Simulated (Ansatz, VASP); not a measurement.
BN in VASP and in Ansatz

POSCAR

```
BN
1.0
    2.5008381595      0.0000000000      0.0000000000
   -1.2504190798      2.1657893769      0.0000000000
    0.0000000000      0.0000000000      6.8931474372
B N
2 2
Direct
    0.3333333333      0.6666666667      0.2500000000
    0.6666666667      0.3333333333      0.7500000000
    0.6666666667      0.3333333333      0.2500000000
    0.3333333333      0.6666666667      0.7500000000
```

INCAR.step1

```
PREC = Accurate
ENCUT = 520
EDIFF = 1E-5
ISMEAR = 0
SIGMA = 0.01
LREAL = F
LASPH = T
NELM = 60
ALGO = Normal
ISIF = 2
LWAVE = T
LCHARG = F
NBANDS = 16
GGA = PE
```

Contents of INCAR.step2:

```
PREC = Accurate
ENCUT = 520
EDIFF = 1E-7
ISMEAR = 0
SIGMA = 0.01
LREAL = F
LASPH = T
NELM = 60
ALGO = Normal
ISIF = 2
LWAVE = F
LCHARG = F
METAGGA = R2SCAN
LHFCALC = T
AEXX = 0.5
LMIXTAU = T
PRECFOCK = Normal
NBANDS = 16
ISTART = 1
```

Contents of KPOINTS:

```
regular mesh
0
Gamma
  6 6 2
```

Input for Ansatz:

```yaml
crystal:
  lattice:
    - [2.5008381595, 0.0, 0.0]
    - [-1.2504190798, 2.1657893769, 0.0]
    - [0.0, 0.0, 6.8931474372]
  atoms:
    - { symbol: B, position: [0.3333333333, 0.6666666667, 0.25] }
    - { symbol: B, position: [0.6666666667, 0.3333333333, 0.75] }
    - { symbol: "N", position: [0.6666666667, 0.3333333333, 0.25] }
    - { symbol: "N", position: [0.3333333333, 0.6666666667, 0.75] }
kpoints:
  mp_grid: { grid: [6, 6, 2] }
hamiltonian:
  xc: r2scan50
scf:
  occupations: { method: fixed }
  n_extra_bands: 5
output:
  forces: true
  stress: true
  eigenvalues: true
```

Alike in both runs: task single point; functional r2SCAN50; k mesh 6 × 6 × 2; no spin polarisation.

```csv
,VASP,Ansatz
version,VASP 6.6.1,Ansatz 0.2.0
potentials or method,"VASP PAW PBE potentials, release 64 (B, N)",plane waves
plane-wave cutoff (eV),520,500
occupations,"gaussian, width 0.01 eV",fixed
valence electrons in the cell,16,16
```

Ansatz gave:

```
gap on the k mesh at the Fermi level (eV)                     : 8.67
pressure (GPa)                                                : -6.3
traceless stress, the component that is largest in VASP (GPa) : 6.33
```

**Question.** What did VASP give for the same quantities?

**Answer.** gap on the k mesh at the Fermi level (eV): 8.73; pressure (GPa): -6.0; traceless stress, the component that is largest in VASP (GPa): 5.55.

VASP's potentials were made for PBE, not for r2SCAN50. Ansatz's warnings: stress exchange threshold loose, stress scf threshold loose.

The k mesh is coarse, so the values compare programs but aren't converged.
